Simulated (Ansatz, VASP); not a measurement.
One calculation of CdS, two programs

```
Cd S
1.0
     0.00000    2.91650    2.91650
     2.91650    0.00000    2.91650
     2.91650    2.91650    0.00000
Cd S
1 1
Direct
  0.00000 0.00000 0.00000
  0.25000 0.25000 0.25000
```

Alike in both runs: task single point; functional PBE; k mesh 6 × 6 × 6; occupations fermi-dirac, width 0.05 eV; no spin polarisation.

```csv
,VASP,Ansatz
version,VASP 6.6.1,Ansatz 0.2.0
potentials or method,"VASP PAW PBE potentials, release 64 (Cd, S), cutoff 500 eV","plane waves, PAW"
valence electrons in the cell,18,26
```

```csv
,VASP,Ansatz,Ansatz less VASP
pressure (GPa),3.2,2.9,-0.35
```

VASP's potentials hold 18 valence electrons a cell and Ansatz's 26, so a difference there can come from the potentials and not from the codes.
